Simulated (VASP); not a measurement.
## BaS: single point with HSE06

The system is BaS.

```
CELL_PARAMETERS angstrom
3.83376 0.00000 0.00000
0.00000 3.83376 0.00000
0.00000 0.00000 3.83376
ATOMIC_POSITIONS crystal
Ba 0.00000 0.00000 0.00000
S 0.50000 0.50000 0.50000
```

```json
{"Program": "VASP 6.6.1", "Task": "single point", "Functional": "HSE06", "Potentials or basis": "VASP PAW PBE potentials, release 64 (Ba_sv, S)", "Cutoff": "520 eV", "k mesh": "4 × 4 × 4", "Occupations": "gaussian, width 0.01 eV", "Spin": "no spin polarisation"}
```

- Pressure: 0.5 GPa
- Band gap on the k mesh: 2.34 eV (least direct gap 2.46 eV)

Levels at points of the mesh, in eV from the valence-band top:
| k point | band 6 | band 7 | band 8 | band 9 | band 10 | band 11 |
| --- | --- | --- | --- | --- | --- | --- |
| (0.00, 0.00, 0.00) | -0.13 | -0.13 | -0.13 | 2.34 | 2.34 | 4.87 |
| (0.50, 0.00, 0.00) | -3.16 | -0.77 | -0.77 | 3.49 | 7.29 | 7.47 |
| (0.50, 0.50, 0.00) | -1.52 | -1.52 | 0.00 | 3.14 | 4.32 | 5.35 |
| (0.50, 0.50, 0.50) | -3.02 | -3.02 | -3.02 | 8.63 | 8.63 | 8.63 |

It took 4.4 min on 1 thread of Intel(R) Xeon(R) 6975P-C (Granite Rapids), with other jobs on the host, peak memory 0.27 GiB.

Caveat: the structure was generated, so it needn't be the stable form of BaS; the PAW data sets were made with another functional, which shifts forces and pressure a little; spin-orbit coupling is left out, which moves the levels of the heavy elements. A k mesh can miss the band edges.
